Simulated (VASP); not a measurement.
Wanted: the native input for a VASP 6.6.1 run.

```
Task                   : relaxation of cell and atoms
Functional             : PBE
Potentials or basis    : VASP PAW PBE potentials, release 64 (Al, N, Ga_d)
Cutoff                 : 600 eV
k mesh                 : 3 × 3 × 3
Occupations            : gaussian, width 0.1 eV
Spin                   : no spin polarisation
Dipole correction      : no
Further INCAR settings : ALGO = Normal; EDIFF = 1e-06; ISYM = 0; IBRION = 2; EDIFFG = -0.04; NSW = 45; ISIF = 3
```

The structure of Al3Ga4N7 lies in POSCAR:

```
Al3Ga4N7
1.0
    5.5568771927      0.0666176011      0.0865886475
    0.0717740865      5.6241278815     -0.0592019588
    0.0905855563     -0.0574564453      5.5970420269
Al N Ga
3 7 4
Direct
    0.5850442784      0.4439334178      0.3020244307
    0.0582186994      0.6109347139      0.6007635287
    0.0302597203      0.4421438025      0.1069735517
    0.5195366548      0.9566368518      0.6269902919
    0.7796873063      0.2085430984      0.1194447710
    0.7502682927      0.4537103415      0.6027069045
    0.0017230938      0.9421915958      0.5814650187
    0.7398083992      0.6728829310      0.1165255390
    0.2333517054      0.4694267598      0.8411299295
    0.2474273535      0.4315634503      0.3565812398
    0.7637365464      0.9420895863      0.3255500803
    0.7584189701      0.1427731595      0.7795509967
    0.2522391509      0.1683571617      0.5948777615
    0.5409702336      0.6539895318      0.8156194970
```

One way to write it, as run:

INCAR

```
SYSTEM = Al3Ga4N7
PREC = Accurate ; ENCUT = 600
EDIFF = 1E-6 ; ISMEAR = 0
SIGMA = 0.1 ; LREAL = .FALSE.
LASPH = .TRUE. ; NELM = 80
ALGO = Normal ; ISIF = 3
LWAVE = .FALSE. ; LCHARG = .FALSE.
GGA = PE ; IBRION = 2
NSW = 45 ; EDIFFG = -0.04
ISYM = 0
```

KPOINTS

```
Automatic mesh
0
G
  3 3 3
  0 0 0
```

Potentials or basis: VASP PAW PBE potentials, release 64 (Al, N, Ga_d).

Launch:

```console
$ cat potpaw_PBE.64/Al/POTCAR potpaw_PBE.64/N/POTCAR potpaw_PBE.64/Ga_d/POTCAR > POTCAR
$ mpirun -np 1 vasp_std > vasp.out
```

Results of the run:

```json
{"Relaxed volume": "12.47 Å³/atom", "Relaxed cell": "a = 5.555 Å, b = 5.625 Å, c = 5.595 Å, α = 91.18°, β = 88.20°, γ = 88.60°", "Space group after relaxing (to 0.1 Å)": "P1 (No. 1)", "Energy gained by relaxing": "0.1 meV/atom", "Ionic steps": "4", "Pressure after relaxing": "0.0 GPa", "Largest force after relaxing": "0.025 eV/Å", "Band gap on the k mesh": "1.36 eV"}
```

Caveat: the atoms stand as in a frame of molecular dynamics.

Run time: 4.7 min on 1 thread of Intel(R) Xeon(R) 6975P-C (Granite Rapids), with other jobs on the host, peak memory 0.4 GiB.
